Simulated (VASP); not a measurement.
# CdBi3O (Pm-3m) in VASP: further runs

Runs on CdBi3O. Level: PBE. Tasks: relaxation of cell and atoms.

All numbers are computed with VASP 6.6.1; they aren't measurements. Logs are shortened: lines on timing, memory, paths and dates and some standing lists are left out, and cuts for length are marked.

## Step 1: The cell of the first run

It takes space group Pm-3m (No. 221, cubic). Conventional cell: a = 5.310 Å, b = 5.310 Å, c = 5.310 Å, α = 90.00°, β = 90.00°, γ = 90.00°. Cd (site symmetry m-3m) has 12 Bi at 3.75 Å and 8 O at 4.60 Å within 4.9 Å. Within 3.5 Å of Bi (site symmetry 4/mmm) lie 2 O at 2.66 Å. O (site symmetry m-3m) has 6 Bi at 2.66 Å within 3.5 Å.

The cell was built from a structure type or drawn by symmetry, and may not be a known phase.

## Step 2: Relaxation of cell and atoms, PBE

Contents of INCAR:

```
PREC = Accurate ; ENCUT = 600
EDIFF = 1E-7 ; ISMEAR = 0
SIGMA = 0.1 ; LREAL = F
LASPH = T ; NELM = 120
ALGO = Normal ; ISIF = 3
LWAVE = F ; LCHARG = F
GGA = PE ; IBRION = 2
NSW = 90 ; EDIFFG = -0.04
GGA_COMPAT = F ; NELMIN = 4
```

Contents of KPOINTS:

```
regular mesh
0
Gamma
  4 4 4
```

Contents of POSCAR:

```
CdBi3O
1.0
    5.3100584500      0.0000000000      0.0000000000
    0.0000000000      5.3100584500      0.0000000000
    0.0000000000      0.0000000000      5.3100584500
Cd Bi O
1 3 1
Direct
    0.0000000000      0.0000000000      0.0000000000
    0.0000000000      0.5000000000      0.5000000000
    0.5000000000      0.0000000000      0.5000000000
    0.5000000000      0.5000000000      0.0000000000
    0.5000000000      0.5000000000      0.5000000000
```

Potentials or basis: VASP PAW PBE potentials, release 64 (Cd, Bi_d, O).

On the command line:

```sh
$ cat potpaw_PBE.64/Cd/POTCAR potpaw_PBE.64/Bi_d/POTCAR potpaw_PBE.64/O/POTCAR > POTCAR
$ mpirun -np 1 vasp_std > vasp.out
```

OUTCAR:

```text
PREC = Accurate
   ENCUT = 600
   EDIFF = 1E-7
   ISMEAR = 0
   LREAL = F
   LASPH = T
   NELM = 120
   ISIF = 3
   GGA = PE
   IBRION = 2
   NSW = 90
   EDIFFG = -0.04
   NELMIN = 4

 ion  position               nearest neighbor table
   1  0.000  0.000  0.000-   2 3.75   3 3.75   4 3.75   2 3.75   3 3.75   2 3.75   4 3.75   2 3.75
                             3 3.75   4 3.75   3 3.75   4 3.75
   2  0.000  0.500  0.500-   5 2.66   5 2.66   4 3.75   1 3.75   1 3.75   4 3.75   1 3.75   3 3.75
                             1 3.75   3 3.75   4 3.75   3 3.75   4 3.75   3 3.75
   3  0.500  0.000  0.500-   5 2.66   5 2.66   4 3.75   1 3.75   1 3.75   4 3.75   2 3.75   4 3.75
                             2 3.75   4 3.75   1 3.75   2 3.75   1 3.75   2 3.75
   4  0.500  0.500  0.000-   5 2.66   5 2.66   3 3.75   1 3.75   2 3.75   3 3.75   2 3.75   1 3.75
                             3 3.75   3 3.75   1 3.75   2 3.75   2 3.75   1 3.75
   5  0.500  0.500  0.500-   2 2.66   3 2.66   4 2.66   4 2.66   3 2.66   2 2.66

  LATTYP: Found a simple cubic cell.
 ALAT       =     5.3100584500

  Lattice vectors:

 A1 = (   5.3100584500,   0.0000000000,   0.0000000000)
 A2 = (   0.0000000000,   5.3100584500,   0.0000000000)
 A3 = (   0.0000000000,   0.0000000000,   5.3100584500)

Analysis of symmetry for initial positions (statically):
=====================================================================
 Subroutine PRICEL returns:
 Original cell was already a primitive cell.

 Routine SETGRP: Setting up the symmetry group for a
 simple cubic supercell.

 Subroutine GETGRP returns: Found 48 space group operations
 (whereof 48 operations were pure point group operations)
 out of a pool of 48 trial point group operations.

The static configuration has the point symmetry O_h .

Analysis of symmetry for dynamics (positions and initial velocities):
=====================================================================
 Subroutine PRICEL returns:
 Original cell was already a primitive cell.

 Routine SETGRP: Setting up the symmetry group for a
 simple cubic supercell.

 Subroutine GETGRP returns: Found 48 space group operations
 (whereof 48 operations were pure point group operations)
 out of a pool of 48 trial point group operations.

The dynamic configuration has the point symmetry O_h .

 Subroutine INISYM returns: Found 48 space group operations
 (whereof 48 operations are pure point group operations),
 and found     1 'primitive' translations

----------------------------------------------------------------------------------------

                                     Primitive cell

  volume of cell :     149.7262

  direct lattice vectors                    reciprocal lattice vectors
     5.310058450  0.000000000  0.000000000     0.188321844  0.000000000  0.000000000
     0.000000000  5.310058450  0.000000000     0.000000000  0.188321844  0.000000000
     0.000000000  0.000000000  5.310058450     0.000000000  0.000000000  0.188321844

  length of vectors
     5.310058450  5.310058450  5.310058450     0.188321844  0.188321844  0.188321844

  position of ions in fractional coordinates (direct lattice)
     0.000000000  0.000000000  0.000000000
     0.000000000  0.500000000  0.500000000
     0.500000000  0.000000000  0.500000000
     0.500000000  0.500000000  0.000000000
     0.500000000  0.500000000  0.500000000

  ion indices of the primitive-cell ions
   primitive index   ion index
                 1           1
                 2           2
                 3           3
                 4           4
                 5           5

----------------------------------------------------------------------------------------

 KPOINTS: regular mesh

Automatic generation of k-mesh.
 Grid dimensions read from file:
 generate k-points for:    4    4    4

 Generating k-lattice:

  Cartesian coordinates                     Fractional coordinates (reciprocal lattice)
     0.047080461  0.000000000  0.000000000     0.250000000  0.000000000  0.000000000
     0.000000000  0.047080461  0.000000000     0.000000000  0.250000000  0.000000000
     0.000000000  0.000000000  0.047080461     0.000000000  0.000000000  0.250000000

  Length of vectors
     0.047080461  0.047080461  0.047080461

  Shift w.r.t. Gamma in fractional coordinates (k-lattice)
     0.000000000  0.000000000  0.000000000

 Subroutine IBZKPT returns following result:
 ===========================================

 Found     10 irreducible k-points:

 Following reciprocal coordinates:
            Coordinates               Weight
  0.000000  0.000000  0.000000      1.000000
  0.250000  0.000000  0.000000      6.000000
  0.500000  0.000000  0.000000      3.000000
  0.250000  0.250000  0.000000     12.000000
  0.500000  0.250000  0.000000     12.000000
  0.500000  0.500000  0.000000      3.000000
  0.250000  0.250000  0.250000      8.000000
  0.500000  0.250000  0.250000     12.000000
  0.500000  0.500000  0.250000      6.000000
  0.500000  0.500000  0.500000      1.000000
   k-points           NKPTS =     10   k-points in BZ     NKDIM =     10   number of bands    NBANDS=     37
   number of dos      NEDOS =    301   number of ions     NIONS =      5
   total plane-waves  NPLWV =  74088
   dimension x,y,z NGX =    42 NGY =   42 NGZ =   42
   dimension x,y,z NGXF=    84 NGYF=   84 NGZF=   84
   ions per type =               1   3   1
   NGX,Y,Z   is equivalent  to a cutoff of  13.15, 13.15, 13.15 a.u.
   NGXF,Y,Z  is equivalent  to a cutoff of  26.30, 26.30, 26.30 a.u.
 SYSTEM =  unknown system
   PREC   = accura    normal or accurate (medium, high low for compatibility)
   ISTART =      0    job   : 0-new  1-cont  2-samecut
   ICHARG =      2    charge: 1-file 2-atom 10-const
   ISPIN  =      1    spin polarized calculation?
   LNONCOLLINEAR =      F non collinear calculations
   LSORBIT =      F    spin-orbit coupling
   LASPH  =      T    aspherical Exc in radial PAW
   ENCUT  =  600.0 eV  44.10 Ry    6.64 a.u.  10.61 10.61 10.61*2*pi/ulx,y,z
   NELM   =    120;   NELMIN=  4; NELMDL= -5     # of ELM steps
   EDIFF  = 0.1E-06   stopping-criterion for ELM
   LREAL  =      F    real-space projection
   EDIFFG = -.4E-01   stopping-criterion for IOM
   NSW    =     90    number of steps for IOM
   IBRION =      2    ionic relax: 0-MD 1-quasi-New 2-CG
   NFREE  =      1    steps in history (QN), initial steepest desc. (CG)
   ISIF   =      3    stress and relaxation
   ISYM   =      2    0-nonsym 1-usesym 2-fastsym
   POTIM  = 0.5000    time-step for ionic-motion
   TEBEG  =    0.0;   TEEND  =   0.0 temperature during run
   PSTRESS=    0.0 pullay stress
   NELECT =      63.0000    total number of electrons
   NUPDOWN=      -1.0000    fix difference up-down
   EMIN   =  10.00;   EMAX   =-10.00  energy-range for DOS
   EFERMI =   0.00;   METHOD = LEGACY
   ISMEAR =     0;   SIGMA  =   0.10  broadening in eV -4-tet -1-fermi 0-gaus
   EFERMI_NEDOS =   21; number of points for ismear=-14 and -15
   IALGO  =     38    algorithm
   IMIX   =      4    mixing-type and parameters
     AMIX     =   0.40;   BMIX     =  1.00
     AMIX_MAG =   1.60;   BMIX_MAG =  1.00
  volume/ion in A,a.u.               =      29.95       202.08
  Fermi-wavevector in a.u.,A,eV,Ry     =   1.226749  2.318219 20.475586  1.504913
  Thomas-Fermi vector in A             =   2.361738
   LORBIT       =      0    0 simple, 1 ext, 2 COOP (PROOUT), +10 PAW based schemes
   GGA     = PE    functional components
   LHFCALC =     F    Hartree Fock is set to
   AEXX    =    0.0000 exact exchange contribution
   IVDW    =     0    specifies the selected vdW correction
   LEPSILON=     F    determine dielectric tensor
   LRPA    =     F    only Hartree local field effects (RPA)
 conjugate gradient relaxation of ions
 non-spin polarized calculation
 Gauss-broadening in eV      SIGMA  =   0.10
  energy-cutoff  :      600.00
  volume of cell :      149.73
 maximum number of plane-waves:      5030
   NGX = 21   NGY = 21   NGZ = 21

--------------------------------------- Ionic step        1  -------------------------------------------

 number of electron      63.0000034 magnetization

 Free energy of the ion-electron system (eV)
  ---------------------------------------------------
  ext. energy  EPLUGINS =         0.00000000
  ---------------------------------------------------
  free energy    TOTEN  =       -17.21076602 eV

  energy without entropy =      -17.17703112  energy(sigma->0) =      -17.19389857

 E-fermi :   4.6490     XC(G=0):  -9.5286

 val. band max:        4.6410248338   @ k =   0.5000   0.2500   0.2500
 cond. band min:       4.6704515189   @ k =   0.2500   0.0000   0.0000
 fundamental gap:      0.0294266851
 Fermi energy:         4.6490206051

 k-point     1 :       0.0000    0.0000    0.0000
  band No.  band energies     occupation
      1     -18.5196      2.00000
      2     -18.4528      2.00000
      3     -18.4528      2.00000
      4     -18.4528      2.00000
      5     -18.3872      2.00000
      6     -18.3872      2.00000
[... 450 lines left out ...]
 POSITION                                       TOTAL-FORCE (eV/Angst)
 -----------------------------------------------------------------------------------
      0.00000      0.00000      0.00000         0.000000      0.000000      0.000000
      0.00000      2.48415      2.48415        -0.000000      0.000000      0.000000
      2.48415      0.00000      2.48415         0.000000      0.000000      0.000000
      2.48415      2.48415      0.00000         0.000000      0.000000      0.000000
      2.48415      2.48415      2.48415        -0.000000      0.000000      0.000000
 -----------------------------------------------------------------------------------
    total drift:                                0.000000     -0.000000     -0.000000

  FREE ENERGIE OF THE ION-ELECTRON SYSTEM (eV)
  ---------------------------------------------------
  free  energy   TOTEN  =       -17.8413851569 eV

  energy  without entropy=      -17.8282833202  energy(sigma->0) =      -17.83483424

--------------------------------------- Ionic step        3  -------------------------------------------

 number of electron      63.0000017 magnetization

 Free energy of the ion-electron system (eV)
  ---------------------------------------------------
  ext. energy  EPLUGINS =         0.00000000
  ---------------------------------------------------
  free energy    TOTEN  =       -17.85436786 eV

  energy without entropy =      -17.83911508  energy(sigma->0) =      -17.84674147

 E-fermi :   6.5211     XC(G=0): -10.3641

 val. band max:        6.4616191393   @ k =   0.5000   0.2500   0.2500
 cond. band min:       6.6436850699   @ k =   0.5000   0.2500   0.2500
 fundamental gap:      0.1820659306
 Fermi energy:         6.5211199285

 k-point     1 :       0.0000    0.0000    0.0000
  band No.  band energies     occupation
      1     -16.9533      2.00000
      2     -16.7347      2.00000
      3     -16.7347      2.00000
      4     -16.7347      2.00000
      5     -16.6139      2.00000
      6     -16.6139      2.00000
[... 411 lines left out ...]
 POSITION                                       TOTAL-FORCE (eV/Angst)
 -----------------------------------------------------------------------------------
      0.00000      0.00000      0.00000         0.000000      0.000000      0.000000
      0.00000      2.50289      2.50289        -0.000000      0.000000      0.000000
      2.50289      0.00000      2.50289         0.000000      0.000000      0.000000
      2.50289      2.50289      0.00000         0.000000      0.000000      0.000000
      2.50289      2.50289      2.50289        -0.000000      0.000000      0.000000
 -----------------------------------------------------------------------------------
    total drift:                                0.000000     -0.000000     -0.000000

  FREE ENERGIE OF THE ION-ELECTRON SYSTEM (eV)
  ---------------------------------------------------
  free  energy   TOTEN  =       -17.8543678627 eV

  energy  without entropy=      -17.8391150754  energy(sigma->0) =      -17.84674147

 reached required accuracy - stopping structural energy minimisation
```

Run time: 5.6 min. Hardware: 1 thread of Intel Xeon 8259CL, shared host; peak memory 0.31 GiB.

Results:

```yaml
Free_energy: -17.8544 eV
Relaxed_volume: 25.09 Å³/atom
Relaxed_cell: a = 5.006 Å, b = 5.006 Å, c = 5.006 Å, α = 90.00°, β = 90.00°, γ = 90.00°
Space_group_after_relaxing_to_0.1_Å: Pm-3m (No. 221)
Energy_gained_by_relaxing: 128.7 meV/atom
Ionic_steps: 3
Pressure_after_relaxing: 0.0 GPa
Band_gap_on_the_k_mesh: zero (an odd number of electrons rules out a gap without spin polarisation)
```

Step by step:
| step | energy change (eV) | largest force (eV/Å) | pressure (GPa) | volume (Å³) |
| --- | --- | --- | --- | --- |
| 1 | 0.0000 | 0.0000 | -7.14 | 149.73 |
| 2 | -0.6306 | 0.0000 | 1.51 | 122.64 |
| 3 | -0.6436 | 0.0000 | 0.00 | 125.43 |

Final structure:
```
Cd Bi O
1.0
     5.00578    0.00000    0.00000
     0.00000    5.00578    0.00000
     0.00000    0.00000    5.00578
Cd Bi O
1 3 1
Direct
  0.00000 0.00000 0.00000
  0.00000 0.50000 0.50000
  0.50000 0.00000 0.50000
  0.50000 0.50000 0.00000
  0.50000 0.50000 0.50000
```

Caveat: the volume moved by over 15 % at a fixed basis, so the end points are rough; spin-orbit coupling is left out, which moves the levels of the heavy elements; an odd number of electrons without spin polarisation forces a metal; a magnetic or distorted state may lie lower.

## Step 3: Relaxation of cell and atoms, PBE

This run uses another cell than the first one, of 25.14 Å³/atom.

Contents of INCAR:

```
  PREC = Accurate
  ENCUT = 600
  EDIFF = 1E-7
  ISMEAR = 0
  SIGMA = 0.1
  LREAL = False
  LASPH = True
  NELM = 120
  ALGO = Normal
  ISIF = 3
  LWAVE = False
  LCHARG = False
  GGA = PE
  IBRION = 2
  NSW = 100
  EDIFFG = -0.01
  GGA_COMPAT = False
  NELMIN = 4
```

Contents of KPOINTS:

```
Automatic mesh
0
Gamma
  8 8 8
```

Edit POSCAR of step 2 so:

```diff
@@ -2,5 +2,5 @@
 1.0
-    5.3100584500      0.0000000000      0.0000000000
-    0.0000000000      5.3100584500      0.0000000000
-    0.0000000000      0.0000000000      5.3100584500
+    5.0095206884      0.0000000000      0.0000000000
+    0.0000000000      5.0095206884      0.0000000000
+    0.0000000000      0.0000000000      5.0095206884
 Cd Bi O
```

Potentials or basis: VASP PAW PBE potentials, release 64 (Cd, Bi_d, O).

On the command line:

```sh
$ cat potpaw_PBE.64/Cd/POTCAR potpaw_PBE.64/Bi_d/POTCAR potpaw_PBE.64/O/POTCAR > POTCAR
$ mpirun -np 1 vasp_std > vasp.out
```

Wall time 9.9 min (1 thread of Intel Xeon 8259CL, shared host); peak memory 0.37 GiB.

It converged, with:

| Item | Value |
| --- | --- |
| Free energy | -17.6014 eV |
| Relaxed volume | 25.34 Å³/atom |
| Relaxed cell | a = 5.022 Å, b = 5.022 Å, c = 5.022 Å, α = 90.00°, β = 90.00°, γ = 90.00° |
| Space group after relaxing (to 0.1 Å) | Pm-3m (No. 221) |
| Energy gained by relaxing | 0.3 meV/atom |
| Ionic steps | 3 |
| Pressure after relaxing | 0.0 GPa |
| Band gap on the k mesh | zero (an odd number of electrons rules out a gap without spin polarisation) |

Step by step:
| step | energy change (eV) | largest force (eV/Å) | pressure (GPa) | volume (Å³) |
| --- | --- | --- | --- | --- |
| 1 | 0.0000 | 0.0000 | 0.47 | 125.72 |
| 2 | -0.0012 | 0.0000 | -0.19 | 127.07 |
| 3 | -0.0014 | 0.0000 | 0.00 | 126.68 |

Final structure:
```
CELL_PARAMETERS angstrom
5.02231 0.00000 0.00000
0.00000 5.02231 0.00000
0.00000 0.00000 5.02231
ATOMIC_POSITIONS crystal
Cd 0.00000 0.00000 0.00000
Bi 0.00000 0.50000 0.50000
Bi 0.50000 0.00000 0.50000
Bi 0.50000 0.50000 0.00000
O 0.50000 0.50000 0.50000
```

Levels at points of the mesh, in eV from the Fermi level:
| k point | band 30 | band 31 | band 32 | band 33 | band 34 | band 35 |
| --- | --- | --- | --- | --- | --- | --- |
| (0.00, 0.00, 0.00) | -1.52 | -1.52 | 0.52 | 0.52 | 0.52 | 4.61 |
| (0.50, 0.00, 0.00) | -1.51 | -0.62 | -0.25 | -0.25 | 0.93 | 2.65 |
| (0.50, 0.50, 0.00) | -1.55 | -0.76 | -0.76 | -0.49 | 0.63 | 2.30 |
| (0.50, 0.50, 0.50) | -2.86 | -2.70 | -2.03 | 2.87 | 2.87 | 3.46 |

Caveat: spin-orbit coupling is left out, which moves the levels of the heavy elements; an odd number of electrons without spin polarisation forces a metal; a magnetic or distorted state may lie lower.
